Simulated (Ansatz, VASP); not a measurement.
**Mg2Sn: VASP beside Ansatz**

Contents of INCAR:

```
PREC     = Accurate       # precision mode
ENCUT    = 600            # plane-wave cutoff, eV
EDIFF    = 1E-6           # SCF threshold, eV
ISMEAR   = 0              # smearing method
SIGMA    = 0.05           # smearing width, eV
LREAL    = F              # projectors in reciprocal space
LASPH    = T              # aspherical terms in the spheres
NELM     = 120            # most SCF steps
ALGO     = Normal         # electronic algorithm
ISIF     = 2              # what is computed and relaxed
LWAVE    = F              # write WAVECAR
LCHARG   = T              # write CHGCAR
GGA      = PE             # functional
LELF     = T              # ELF
LVHAR    = T            
NBANDS   = 16             # bands
GGA_COMPAT= F
```

Contents of KPOINTS:

```
regular mesh
0
Gamma
  10 10 10
```

The input POSCAR:

```
Mg2Sn
1.0
    0.0000000000      3.4529001003      3.4529001003
    3.4529001003      0.0000000000      3.4529001003
    3.4529001003      3.4529001003      0.0000000000
Mg Sn
2 1
Direct
    0.2500000000      0.2500000000      0.2500000000
    0.7500000000      0.7500000000      0.7500000000
    0.0000000000      0.0000000000      0.0000000000
```

Input for Ansatz:

```yaml
crystal:
  lattice:
    - [0.0, 3.4529001003, 3.4529001003]
    - [3.4529001003, 0.0, 3.4529001003]
    - [3.4529001003, 3.4529001003, 0.0]
  atoms:
    - { symbol: Mg, position: [0.25, 0.25, 0.25] }
    - { symbol: Mg, position: [0.75, 0.75, 0.75] }
    - { symbol: Sn, position: [0.0, 0.0, 0.0] }
basis:
  ecutwfc: 420
  ecutrho_ratio: 4
kpoints:
  mp_grid: { grid: [10, 10, 10] }
hamiltonian:
  xc: pbe
scf:
  occupations: { method: gaussian, width: 0.05 }
output:
  forces: true
  stress: true
  eigenvalues: true
  write_density: true
  write_potential: true
  elf: true
  volumetric_format: npy
```

Alike in both runs: task single point; functional PBE; k mesh 10 × 10 × 10; occupations gaussian, width 0.05 eV; no spin polarisation.

```csv
,VASP,Ansatz
version,VASP 6.6.1,Ansatz 0.2.0
potentials or method,"VASP PAW PBE potentials, release 64 (Mg, Sn_d), cutoff 600 eV","scalar-relativistic, plane waves, PAW"
valence electrons in the cell,18,34
```

|  | VASP | Ansatz | Ansatz less VASP |
| --- | --- | --- | --- |
| gap on the k mesh at the Fermi level (eV) | none | none | - |
| pressure (GPa) | -1.4 | -1.5 | -0.03 |

A gap of «none» marks a metal or a gap that the smearing closes. With one functional, cell and mesh, what is left measures potentials, basis and numerics. VASP's potentials hold 18 valence electrons a cell and Ansatz's 34, so a difference there can come from the potentials and not from the codes.
